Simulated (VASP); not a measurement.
**Al3Ni2Pd: single point with PBE**

The system is Al3Ni2Pd.

```
Al Ni Pd
1.0
     4.18023    0.00000    0.00000
    -2.09012    3.62019    0.00000
     0.00000    0.00000    5.14899
Al Ni Pd
3 2 1
Direct
  0.33333 0.66667 0.18251
  0.66667 0.33333 0.81749
  0.00000 0.00000 0.50000
  0.33333 0.66667 0.66600
  0.66667 0.33333 0.33400
  0.00000 0.00000 0.00000
```

* Program: VASP 6.6.1
* Task: single point
* Functional: PBE
* Potentials or basis: VASP PAW PBE potentials, release 64 (Al, Ni, Pd)
* Cutoff: 520 eV
* k mesh: 6 × 6 × 4
* Occupations: gaussian, width 0.1 eV
* Spin: collinear spin, ferromagnetic start
* Starting moments: [0.0, 0.0, 0.0, 2.0, 2.0, 1.0] μB

```
Pressure                                              : 0.1 GPa
Largest force                                         : 0.011 eV/Å
Net moment                                            : 0.00 μB per cell
Valence electrons inside the program's atomic spheres : Al 0.77; Ni 9.38; Pd 9.82
```

Forces in eV/Å, atoms in the order of the input:
```
Al   0.000  0.000  0.011
Al   0.000  0.000 -0.011
Al   0.000  0.000  0.000
Ni   0.000  0.000  0.009
Ni   0.000  0.000 -0.009
Pd   0.000  0.000  0.000
```

Stress tensor (GPa, compression positive):
```
 0.12  0.00  0.00
 0.00  0.12  0.00
 0.00  0.00 -0.06
```

Levels at points of the mesh, in eV from the Fermi level:
Spin up:
| k point | band 15 | band 16 | band 17 | band 18 | band 19 | band 20 | band 21 | band 22 | band 23 | band 24 |
| --- | --- | --- | --- | --- | --- | --- | --- | --- | --- | --- |
| (0.00, 0.00, 0.00) | -1.65 | -1.64 | -1.64 | -1.56 | 1.96 | 1.96 | 2.14 | 2.14 | 3.08 | 3.96 |
| (0.50, 0.00, 0.00) | -2.05 | -1.97 | -1.94 | -1.72 | -1.09 | 0.18 | 0.47 | 1.61 | 2.42 | 4.26 |
| (0.00, 0.00, 0.50) | -1.79 | -1.07 | -1.07 | 1.95 | 1.95 | 2.05 | 2.52 | 3.01 | 3.01 | 3.12 |
| (0.50, 0.00, 0.50) | -2.04 | -1.85 | -1.76 | -1.56 | -0.70 | 0.49 | 0.55 | 1.97 | 2.87 | 5.45 |
Spin down:
| k point | band 15 | band 16 | band 17 | band 18 | band 19 | band 20 | band 21 | band 22 | band 23 | band 24 |
| --- | --- | --- | --- | --- | --- | --- | --- | --- | --- | --- |
| (0.00, 0.00, 0.00) | -1.65 | -1.64 | -1.64 | -1.56 | 1.96 | 1.96 | 2.14 | 2.14 | 3.08 | 3.96 |
| (0.50, 0.00, 0.00) | -2.05 | -1.97 | -1.94 | -1.72 | -1.09 | 0.18 | 0.47 | 1.61 | 2.42 | 4.26 |
| (0.00, 0.00, 0.50) | -1.79 | -1.07 | -1.07 | 1.95 | 1.95 | 2.05 | 2.52 | 3.01 | 3.01 | 3.12 |
| (0.50, 0.00, 0.50) | -2.04 | -1.85 | -1.76 | -1.56 | -0.70 | 0.49 | 0.55 | 1.97 | 2.87 | 5.45 |

It took 6.6 min on 1 thread of AMD EPYC 7R13 Processor (Zen 3), on a shared host, peak memory 0.25 GiB.

Caveat: the starting moments collapsed, and a magnetic state may lie lower.
